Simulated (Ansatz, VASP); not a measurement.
**MgFe3O: VASP beside Ansatz**

```
Mg Fe O
1.0
     2.74955    1.58745    2.25192
    -2.74955    1.58745    2.25192
     0.00000   -3.17490    2.25192
Mg Fe O
1 3 1
Direct
  0.00000 0.00000 0.00000
  0.50000 0.50000 0.00000
  0.00000 0.50000 0.50000
  0.50000 0.00000 0.50000
  0.50000 0.50000 0.50000
```

Alike in both runs: functional PBE; k mesh 4 × 4 × 4; occupations gaussian, width 0.2 eV; collinear spin.

Ansatz relaxed the structure, and its values are those at the end. VASP's run is a single point on that final structure, the one shown.

|  | VASP | Ansatz |
| --- | --- | --- |
| version | VASP 6.6.1 | Ansatz 0.2.0 |
| potentials or method | VASP PAW PBE potentials, release 64 (Mg, Fe, O), cutoff 520 eV | scalar-relativistic, plane waves, PAW |
| valence electrons in the cell | 32 | 64 |

|  | VASP | Ansatz | Ansatz less VASP |
| --- | --- | --- | --- |
| gap on the k mesh at the Fermi level (eV) | none | none | - |
| pressure (GPa) | 0.7 | 0.1 | -0.63 |
| net moment per atom (μB) | 1.26 | 1.26 | 0.000 |
| size of the moment on the site where the two differ most (μB) | 2.18 | 2.04 | -0.142 |

Site moments also hang on the region over which each program counts them. A gap of «none» marks a metal or a gap that the smearing closes. VASP's potentials hold 32 valence electrons a cell and Ansatz's 64, so a difference there can come from the potentials and not from the codes.

The k mesh is coarse, so the values compare programs but aren't converged.
